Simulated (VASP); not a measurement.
A run of VASP 6.6.1:

INCAR

```
SYSTEM = Ir
  PREC = Accurate
  ENCUT = 560
  EDIFF = 1E-6
  ISMEAR = -1
  SIGMA = 0.05
  LREAL = .FALSE.
  LASPH = .TRUE.
  NELM = 120
  ALGO = Normal
  ISIF = 2
  LWAVE = .FALSE.
  LCHARG = .FALSE.
  GGA = B5
  ALDAX = 1.0
  AGGAX = 1.0
  AGGAC = 1.0
  ALDAC = 0.0
  IVDW = 12
  VDW_S6 = 1.0
  VDW_S8 = 2.6996
  VDW_A1 = 0.4298
  VDW_A2 = 4.2359
  NBANDS = 24
  GGA_COMPAT = .FALSE.
```

Contents of KPOINTS:

```
Automatic mesh
0
G
  11 11 6
  0 0 0
```

The input POSCAR:

```
Ir
1.0
    2.7406562163      0.0000000000      0.0000000000
   -1.3703281082      2.3734779064      0.0000000000
    0.0000000000      0.0000000000      4.4449414920
Ir
2
Direct
    0.3333333333      0.6666666667      0.2500000000
    0.6666666667      0.3333333333      0.7500000000
```

Potentials or basis: VASP PAW PBE potentials, release 64 (Ir_sv_GW).

The run is started by

```bash
$ cat potpaw_PBE.64/Ir_sv_GW/POTCAR > POTCAR
$ mpirun -np 1 vasp_std > vasp.out
```

Hardware: 1 thread of AMD EPYC 9R45 96-Core Processor (Zen 5), on a shared host.

**Question.** How long does it take, and how much memory?

**Answer.** Wall time 36 s on 1 thread of AMD EPYC 9R45 96-Core Processor (Zen 5) (shared host), peak memory 0.16 GiB. Counts: scf iterations 12, k points 64.
